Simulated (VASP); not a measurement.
# GaN (Fm-3m) in VASP: notebook

Aim: see how the results for GaN move with the level of theory and the settings. Levels: BLYP, PBEsol, LDA. Tasks: single point.

Program: VASP 6.6.1. These are calculated values, not measurements. Logs are shortened: lines on timing, memory, paths and dates and some standing lists are left out, and cuts for length are marked.

### Step 1. The cell of the first run

Symmetry: Fm-3m, No. 225, cubic system. The conventional cell has a = 4.270 Å, b = 4.270 Å, c = 4.270 Å, α = 90.00°, β = 90.00°, γ = 90.00°. Ga (site symmetry m-3m) has 6 N at 2.14 Å within 2.8 Å. Within 2.8 Å of N (site symmetry m-3m) lie 6 Ga at 2.14 Å.

### Step 2. Single point, BLYP

Contents of INCAR:

```
SYSTEM = GaN
  AGGAC = 1.0
  AGGAX = 1.0
  ALDAC = 0.0
  ALDAX = 1.0
  ALGO = Normal
  EDIFF = 1E-6
  ENCUT = 520
  GGA = B5
  ISIF = 2
  ISMEAR = 0
  LASPH = .True.
  LCHARG = .False.
  LREAL = .False.
  LWAVE = .False.
  NBANDS = 16
  NELM = 80
  PREC = Accurate
  SIGMA = 0.01
```

Contents of KPOINTS:

```
k-points
0
Gamma
  8 8 8
  0 0 0
```

Contents of POSCAR:

```
GaN
1.0
    0.0000000000      2.1352350000      2.1352350000
    2.1352350000      0.0000000000      2.1352350000
    2.1352350000      2.1352350000      0.0000000000
Ga N
1 1
Direct
    0.0000000000      0.0000000000      0.0000000000
    0.5000000000      0.5000000000      0.5000000000
```

Potentials or basis: VASP PAW PBE potentials, release 64 (Ga_d, N).

Command:

```bash
$ cat potpaw_PBE.64/Ga_d/POTCAR potpaw_PBE.64/N/POTCAR > POTCAR
$ mpirun -np 1 vasp_std > vasp.out
```

OUTCAR:

```text
SYSTEM = GaN
   EDIFF = 1E-6
   ENCUT = 520
   GGA = B5
   ISIF = 2
   ISMEAR = 0
   LASPH = .True.
   LREAL = .False.
   NELM = 80
   PREC = Accurate

 ion  position               nearest neighbor table
   1  0.000  0.000  0.000-   2 2.14   2 2.14   2 2.14   2 2.14   2 2.14   2 2.14
   2  0.500  0.500  0.500-   1 2.14   1 2.14   1 2.14   1 2.14   1 2.14   1 2.14

  LATTYP: Found a face centered cubic cell.
 ALAT       =     4.2704700000

  Lattice vectors:

 A1 = (   0.0000000000,   2.1352350000,   2.1352350000)
 A2 = (   2.1352350000,   0.0000000000,   2.1352350000)
 A3 = (   2.1352350000,   2.1352350000,   0.0000000000)

Analysis of symmetry for initial positions (statically):
=====================================================================
 Subroutine PRICEL returns:
 Original cell was already a primitive cell.

 Routine SETGRP: Setting up the symmetry group for a
 face centered cubic supercell.

 Subroutine GETGRP returns: Found 48 space group operations
 (whereof 48 operations were pure point group operations)
 out of a pool of 48 trial point group operations.

The static configuration has the point symmetry O_h .

Analysis of symmetry for dynamics (positions and initial velocities):
=====================================================================
 Subroutine PRICEL returns:
 Original cell was already a primitive cell.

 Routine SETGRP: Setting up the symmetry group for a
 face centered cubic supercell.

 Subroutine GETGRP returns: Found 48 space group operations
 (whereof 48 operations were pure point group operations)
 out of a pool of 48 trial point group operations.

The dynamic configuration has the point symmetry O_h .

 Subroutine INISYM returns: Found 48 space group operations
 (whereof 48 operations are pure point group operations),
 and found     1 'primitive' translations

----------------------------------------------------------------------------------------

                                     Primitive cell

  volume of cell :      19.4700

  direct lattice vectors                    reciprocal lattice vectors
     0.000000000  2.135235000  2.135235000    -0.234166263  0.234166263  0.234166263
     2.135235000  0.000000000  2.135235000     0.234166263 -0.234166263  0.234166263
     2.135235000  2.135235000  0.000000000     0.234166263  0.234166263 -0.234166263

  length of vectors
     3.019678296  3.019678296  3.019678296     0.405587864  0.405587864  0.405587864

  position of ions in fractional coordinates (direct lattice)
     0.000000000  0.000000000  0.000000000
     0.500000000  0.500000000  0.500000000

  ion indices of the primitive-cell ions
   primitive index   ion index
                 1           1
                 2           2

----------------------------------------------------------------------------------------

 KPOINTS: k-points

Automatic generation of k-mesh.
 Grid dimensions read from file:
 generate k-points for:    8    8    8

 Generating k-lattice:

  Cartesian coordinates                     Fractional coordinates (reciprocal lattice)
    -0.029270783  0.029270783  0.029270783     0.125000000  0.000000000  0.000000000
     0.029270783 -0.029270783  0.029270783     0.000000000  0.125000000  0.000000000
     0.029270783  0.029270783 -0.029270783     0.000000000  0.000000000  0.125000000

  Length of vectors
     0.050698483  0.050698483  0.050698483

  Shift w.r.t. Gamma in fractional coordinates (k-lattice)
     0.000000000  0.000000000  0.000000000

 Subroutine IBZKPT returns following result:
 ===========================================

 Found     29 irreducible k-points:

 Following reciprocal coordinates:
            Coordinates               Weight
  0.000000  0.000000  0.000000      1.000000
  0.125000  0.000000  0.000000      8.000000
  0.250000  0.000000  0.000000      8.000000
  0.375000  0.000000  0.000000      8.000000
  0.500000  0.000000  0.000000      4.000000
  0.125000  0.125000  0.000000      6.000000
[... 16 lines left out ...]
  0.500000  0.250000  0.125000     48.000000
 -0.375000  0.250000  0.125000     24.000000
 [... further k-points ...]
   k-points           NKPTS =     29   k-points in BZ     NKDIM =     29   number of bands    NBANDS=     16
   number of dos      NEDOS =    301   number of ions     NIONS =      2
   total plane-waves  NPLWV =  13824
   dimension x,y,z NGX =    24 NGY =   24 NGZ =   24
   dimension x,y,z NGXF=    48 NGYF=   48 NGZF=   48
   ions per type =               1   1
   NGX,Y,Z   is equivalent  to a cutoff of  13.21, 13.21, 13.21 a.u.
   NGXF,Y,Z  is equivalent  to a cutoff of  26.43, 26.43, 26.43 a.u.
 SYSTEM =  GaN
   PREC   = accura    normal or accurate (medium, high low for compatibility)
   ISTART =      0    job   : 0-new  1-cont  2-samecut
   ICHARG =      2    charge: 1-file 2-atom 10-const
   ISPIN  =      1    spin polarized calculation?
   LNONCOLLINEAR =      F non collinear calculations
   LSORBIT =      F    spin-orbit coupling
   LASPH  =      T    aspherical Exc in radial PAW
   ENCUT  =  520.0 eV  38.22 Ry    6.18 a.u.   5.61  5.61  5.61*2*pi/ulx,y,z
   NELM   =     80;   NELMIN=  2; NELMDL= -5     # of ELM steps
   EDIFF  = 0.1E-05   stopping-criterion for ELM
   LREAL  =      F    real-space projection
   EDIFFG = 0.1E-04   stopping-criterion for IOM
   NSW    =      0    number of steps for IOM
   IBRION =     -1    ionic relax: 0-MD 1-quasi-New 2-CG
   NFREE  =      0    steps in history (QN), initial steepest desc. (CG)
   ISIF   =      2    stress and relaxation
   ISYM   =      2    0-nonsym 1-usesym 2-fastsym
   POTIM  = 0.5000    time-step for ionic-motion
   TEBEG  =    0.0;   TEEND  =   0.0 temperature during run
   PSTRESS=    0.0 pullay stress
   NELECT =      18.0000    total number of electrons
   NUPDOWN=      -1.0000    fix difference up-down
   EMIN   =  10.00;   EMAX   =-10.00  energy-range for DOS
   EFERMI =   0.00;   METHOD = LEGACY
   ISMEAR =     0;   SIGMA  =   0.01  broadening in eV -4-tet -1-fermi 0-gaus
   EFERMI_NEDOS =   21; number of points for ismear=-14 and -15
   IALGO  =     38    algorithm
   IMIX   =      4    mixing-type and parameters
     AMIX     =   0.40;   BMIX     =  1.00
     AMIX_MAG =   1.60;   BMIX_MAG =  1.00
  volume/ion in A,a.u.               =       9.74        65.70
  Fermi-wavevector in a.u.,A,eV,Ry     =   1.594814  3.013761 34.605481  2.543431
  Thomas-Fermi vector in A             =   2.692830
   LORBIT       =      0    0 simple, 1 ext, 2 COOP (PROOUT), +10 PAW based schemes
   GGA     = B5    functional components
   LHFCALC =     F    Hartree Fock is set to
   AEXX    =    0.0000 exact exchange contribution
   IVDW    =     0    specifies the selected vdW correction
   LEPSILON=     F    determine dielectric tensor
   LRPA    =     F    only Hartree local field effects (RPA)
 non-spin polarized calculation
 Gauss-broadening in eV      SIGMA  =   0.01
  energy-cutoff  :      520.00
  volume of cell :       19.47
 maximum number of plane-waves:       544
 NGX is ok and might be reduce to    24
   NGX = 11   NGY = 11   NGZ = 11

 number of electron      18.0000005 magnetization

 Free energy of the ion-electron system (eV)
  ---------------------------------------------------
  ext. energy  EPLUGINS =         0.00000000
  ---------------------------------------------------
  free energy    TOTEN  =        -9.82837227 eV

  energy without entropy =       -9.82837227  energy(sigma->0) =       -9.82837227

 E-fermi :   7.9737     XC(G=0): -12.2953

 val. band max:        7.9099286307   @ k =  -0.2500   0.1250   0.0000
 cond. band min:       8.2359953076   @ k =   0.5000   0.5000   0.0000
 fundamental gap:      0.3260666769
 Fermi energy:         7.9736557885

 k-point     1 :       0.0000    0.0000    0.0000
  band No.  band energies     occupation
      1      -8.9465      2.00000
      2      -6.2144      2.00000
      3      -6.2144      2.00000
      4      -6.2144      2.00000
      5      -6.1305      2.00000
      6      -6.1305      2.00000
[... 8 lines left out ...]
     15      23.2029      0.00000
     16      23.2029      0.00000

 k-point     2 :       0.1250    0.0000    0.0000
  band No.  band energies     occupation
      1      -8.6556      2.00000
      2      -6.2234      2.00000
      3      -6.2048      2.00000
      4      -6.2048      2.00000
      5      -6.1435      2.00000
      6      -6.1435      2.00000
[... 8 lines left out ...]
     15      24.0430      0.00000
     16      24.0430      0.00000

 k-point     3 :       0.2500    0.0000    0.0000
  band No.  band energies     occupation
      1      -7.8376      2.00000
      2      -6.2538      2.00000
      3      -6.2538      2.00000
      4      -6.2417      2.00000
      5      -6.1014      2.00000
      6      -6.1014      2.00000
[... 8 lines left out ...]
     15      25.7976      0.00000
     16      25.7976      0.00000

 k-point     4 :       0.3750    0.0000    0.0000
  band No.  band energies     occupation
      1      -6.7573      2.00000
      2      -6.3230      2.00000
      3      -6.3230      2.00000
      4      -6.2268      2.00000
      5      -6.0377      2.00000
      6      -6.0377      2.00000
[... 8 lines left out ...]
     15      28.4499      0.00000
     16      28.4499      0.00000
[... 324 lines left out ...]
 k-point    22 :       0.3750    0.2500    0.1250
  band No.  band energies     occupation
      1      -7.5274      2.00000
      2      -6.2691      2.00000
      3      -6.2133      2.00000
      4      -6.1467      2.00000
      5      -6.1011      2.00000
      6      -5.7888      2.00000
[... 8 lines left out ...]
     15      29.0384      0.00000
     16      29.4533      0.00000

 k-point    23 :       0.5000    0.2500    0.1250
  band No.  band energies     occupation
      1      -7.1984      2.00000
      2      -6.2805      2.00000
      3      -6.2358      2.00000
      4      -6.1566      2.00000
      5      -6.0340      2.00000
      6      -5.0555      2.00000
[... 8 lines left out ...]
     15      29.0605      0.00000
     16      30.5519      0.00000

 k-point    24 :      -0.3750    0.2500    0.1250
  band No.  band energies     occupation
      1      -7.1122      2.00000
      2      -6.3027      2.00000
      3      -6.2330      2.00000
      4      -6.1585      2.00000
      5      -6.0069      2.00000
      6      -4.5106      2.00000
[... 8 lines left out ...]
     15      26.8630      0.00000
     16      31.4935      0.00000

 [... further k-points ...]

------------------------ aborting loop because EDIFF is reached ----------------------------------------

  FORCE on cell =-STRESS in cart. coord.  units (eV):
  Direction    XX          YY          ZZ          XY          YZ          ZX
  --------------------------------------------------------------------------------------
  -------------------------------------------------------------------------------------
  Total        1.0779189      1.0779189      1.0779189      0.0000000     -0.0000000      0.0000000
  in kB       88.7012315     88.7012315     88.7012315      0.0000000     -0.0000000      0.0000000
  external PRESSURE =      88.7012315 kB  Pullay stress =       0.0000000 kB

 VOLUME and BASIS-vectors are now :
 -----------------------------------------------------------------------------
  energy-cutoff  :      520.00
  volume of cell :       19.47
      direct lattice vectors                 reciprocal lattice vectors
     0.000000000  2.135235000  2.135235000    -0.234166263  0.234166263  0.234166263
     2.135235000  0.000000000  2.135235000     0.234166263 -0.234166263  0.234166263
     2.135235000  2.135235000  0.000000000     0.234166263  0.234166263 -0.234166263

 POSITION                                       TOTAL-FORCE (eV/Angst)
 -----------------------------------------------------------------------------------
      0.00000      0.00000      0.00000        -0.000000      0.000000      0.000000
      2.13524      2.13524      2.13524         0.000000     -0.000000     -0.000000
 -----------------------------------------------------------------------------------
    total drift:                                0.000000     -0.000000     -0.000000

  FREE ENERGIE OF THE ION-ELECTRON SYSTEM (eV)
  ---------------------------------------------------
  free  energy   TOTEN  =        -9.8283722665 eV

  energy  without entropy=       -9.8283722665  energy(sigma->0) =       -9.82837227
```

It took 7.9 s on 1 thread of Intel Xeon 6975P-C (Granite Rapids), shared host; peak memory 0.13 GiB.

What came out:

```
Free energy            : -9.8284 eV
Pressure               : 8.9 GPa
Band gap on the k mesh : 0.33 eV, indirect (least direct gap 2.43 eV)
```

Caveat: the PAW data sets were made with another functional, which shifts forces and pressure a little.

### Step 3. Single point, PBEsol

Contents of INCAR:

```
PREC     = Accurate       # precision mode
ENCUT    = 520            # plane-wave cutoff, eV
EDIFF    = 1E-7           # SCF threshold, eV
ISMEAR   = 0              # smearing method
SIGMA    = 0.01           # smearing width, eV
LREAL    = F              # projectors in reciprocal space
LASPH    = T              # aspherical terms in the spheres
NELM     = 60             # most SCF steps
ALGO     = Normal         # electronic algorithm
ISIF     = 2              # what is computed and relaxed
LWAVE    = F              # write WAVECAR
LCHARG   = F              # write CHGCAR
GGA      = PS             # functional
NBANDS   = 16             # bands
```

Contents of KPOINTS:

```
regular mesh
0
Gamma
  8 8 8
```

POSCAR is that of step 2.

Potentials or basis: VASP PAW PBE potentials, release 64 (Ga_d, N).

Command:

```bash
$ cat potpaw_PBE.64/Ga_d/POTCAR potpaw_PBE.64/N/POTCAR > POTCAR
$ mpirun -np 1 vasp_std > vasp.out
```

Wall time 4.1 s (1 thread of Intel Xeon 6975P-C (Granite Rapids), shared host); peak memory 0.13 GiB.

It converged, with:

```
Free energy            : -12.2434 eV
Pressure               : -7.3 GPa
Band gap on the k mesh : 0.34 eV, indirect (least direct gap 2.37 eV)
```

Levels at points of the mesh, in eV from the valence-band top:
```tsv
k point	band 7	band 8	band 9	band 10	band 11	band 12
(0.00, 0.00, 0.00)	-0.47	-0.47	-0.47	1.90	14.44	14.44
(0.50, 0.00, 0.00)	-8.14	-0.15	-0.15	4.49	8.82	8.82
(0.50, 0.50, 0.00)	-6.95	-2.95	-2.95	0.34	7.66	11.56
```

Caveat: the PAW data sets were made with another functional, which shifts forces and pressure a little. A k mesh can miss the band edges.

### Step 4. Single point, LDA

Contents of INCAR:

```
  PREC = Accurate
  ENCUT = 520
  EDIFF = 1E-6
  ISMEAR = 0
  SIGMA = 0.01
  LREAL = F
  LASPH = T
  NELM = 80
  ALGO = Normal
  ISIF = 2
  LWAVE = F
  LCHARG = T
  GGA = CA
  LELF = T
  LVHAR = T
  NBANDS = 16
```

Contents of KPOINTS:

```
Automatic mesh
0
Gamma
  8 8 8
```

POSCAR is that of step 3.

Potentials or basis: VASP PAW LDA potentials, release 64 (Ga_d, N).

Command:

```bash
$ cat potpaw_LDA.64/Ga_d/POTCAR potpaw_LDA.64/N/POTCAR > POTCAR
$ mpirun -np 1 vasp_std > vasp.out
```

Run time: 3.3 s. Hardware: 1 thread of Intel Xeon 6975P-C (Granite Rapids), shared host; peak memory 0.13 GiB.

It converged, with:

* Free energy: -13.0367 eV
* Pressure: -12.6 GPa
* Band gap on the k mesh: 0.24 eV, indirect (least direct gap 2.45 eV)

Levels at points of the mesh, in eV from the valence-band top:
```
           k point  band 6  band 7  band 8  band 9  band 10  band 11  band 12  band 13
(0.00, 0.00, 0.00)  -14.00   -0.48   -0.48   -0.48     1.97    14.49    14.49    14.49
(0.50, 0.00, 0.00)  -13.76   -8.17   -0.15   -0.15     4.55     8.73     8.73     8.85
(0.50, 0.50, 0.00)  -10.91   -6.92   -2.95   -2.95     0.24     7.74    11.48    13.89
```

A k mesh can miss the band edges.

### Step 5. Overview

```csv
level,potentials or basis,gap on the mesh (eV),pressure (GPa)
BLYP,"VASP PAW PBE potentials, release 64 (Ga_d, N)",0.33,8.9
PBEsol,"VASP PAW PBE potentials, release 64 (Ga_d, N)",0.34,-7.3
LDA,"VASP PAW LDA potentials, release 64 (Ga_d, N)",0.24,-12.6
```

Alike in all rows: task single point; no spin polarisation; cell as given; k mesh 8 × 8 × 8; cutoff (eV) 520; smearing gaussian 0.01 eV.

Caveats: the PAW data sets were made with another functional, which shifts forces and pressure a little (some runs).

Absolute energies hang on the potentials; compare differences alone.
